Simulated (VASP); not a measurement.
Write the native input for VASP 6.6.1 that does the following.

- Task: dielectric tensor
- Functional: PBE
- Potentials or basis: VASP PAW PBE potentials, release 64 (Sr_sv, O)
- Cutoff: 520 eV
- k mesh: 8 × 8 × 4
- Occupations: gaussian, width 0.01 eV
- Spin: no spin polarisation
- Dipole correction: no
- Further INCAR settings: ALGO = Normal; EDIFF = 1e-08

The structure of SrO lies in POSCAR:

```
SrO
1.0
    3.5532880902      0.0000000000      0.0000000000
   -1.7766440451      3.0772377531      0.0000000000
    0.0000000000      0.0000000000      6.2173039800
Sr O
2 2
Direct
    0.6666666667      0.3333333333      0.7500000000
    0.3333333333      0.6666666667      0.2500000000
    0.0000000000      0.0000000000      0.5000000000
    0.0000000000      0.0000000000      0.0000000000
```

These files were run (other wordings do the same):

INCAR

```
SYSTEM = SrO
ALGO     = Normal         ! electronic algorithm
EDIFF    = 1E-8           ! SCF threshold, eV
ENCUT    = 520            ! plane-wave cutoff, eV
GGA      = PE             ! functional
ISIF     = 2              ! what is computed and relaxed
ISMEAR   = 0              ! smearing method
LASPH    = .TRUE.         ! aspherical terms in the spheres
LCHARG   = .FALSE.        ! write CHGCAR
LEPSILON = .TRUE.         ! dielectric tensor by DFPT
LREAL    = .FALSE.        ! projectors in reciprocal space
LWAVE    = .FALSE.        ! write WAVECAR
NELM     = 60             ! most SCF steps
PREC     = Accurate       ! precision mode
SIGMA    = 0.01           ! smearing width, eV
```

KPOINTS

```
k-points
0
G
  8 8 4
  0 0 0
```

Potentials or basis: VASP PAW PBE potentials, release 64 (Sr_sv, O).

Launch:

```sh
$ cat potpaw_PBE.64/Sr_sv/POTCAR potpaw_PBE.64/O/POTCAR > POTCAR
$ mpirun -np 1 vasp_std > vasp.out
```

It gave:

| Item | Value |
| --- | --- |
| Band gap on the k mesh | 3.06 eV, indirect (least direct gap 3.08 eV) |
| Electronic dielectric tensor (diagonal) | 3.85, 3.85, 4.07 |
| Born charges (mean of the diagonal) | Sr +2.35; O -2.35 e |

Run time: 12 min on 1 thread of Intel(R) Xeon(R) Platinum 8259CL CPU @ 2.50GHz (Skylake/Cascade Lake) (shared host), peak memory 0.38 GiB.
